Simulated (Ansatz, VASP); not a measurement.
# Two plane-wave programs on B9C5

```xyz
14
Lattice="4.7317 -0.0455 0.0395 -0.0455 4.9852 -0.0605 0.0395 -0.0605 4.8261" Properties=species:S:1:pos:R:3 pbc="T T T"
C     3.1622    2.4989    0.7862
C     1.1419    4.7542    2.8725
C     1.9598    1.0099    2.5692
C     0.5247    2.3611    3.5343
C     3.4965    4.0317    1.0321
B     1.6976    2.6132    2.6531
B     4.2391    4.5543    0.1002
B     3.7977    2.7333    2.5648
B     4.6887    1.5952    0.0272
B     3.6755    0.9869    1.0640
B     0.0793    3.9844    1.6941
B     0.2767    3.6789    3.8156
B     2.1161    1.4708    0.7883
B     2.7955    4.7996    2.0840
```

Alike in both runs: task single point; functional PBE; k mesh 5 × 5 × 5; occupations fermi-dirac, width 0.3447 eV; no spin polarisation.

|  | VASP | Ansatz |
| --- | --- | --- |
| version | VASP 6.6.1 | Ansatz 0.2.0 |
| potentials or method | VASP PAW PBE potentials, release 64 (C, B), cutoff 520 eV | scalar-relativistic, plane waves, PAW |
| valence electrons in the cell | 47 | 47 |

Ansatz gave:

```
gap on the k mesh at the Fermi level (eV) : none
rms of the force components (eV/Å)        : 3.293
```

Which values does VASP return?

gap on the k mesh at the Fermi level (eV): none; rms of the force components (eV/Å): 3.307.

Atom by atom the forces differ by 0.022 eV/Å (rms over components). A gap of «none» marks a metal or a gap that the smearing closes.
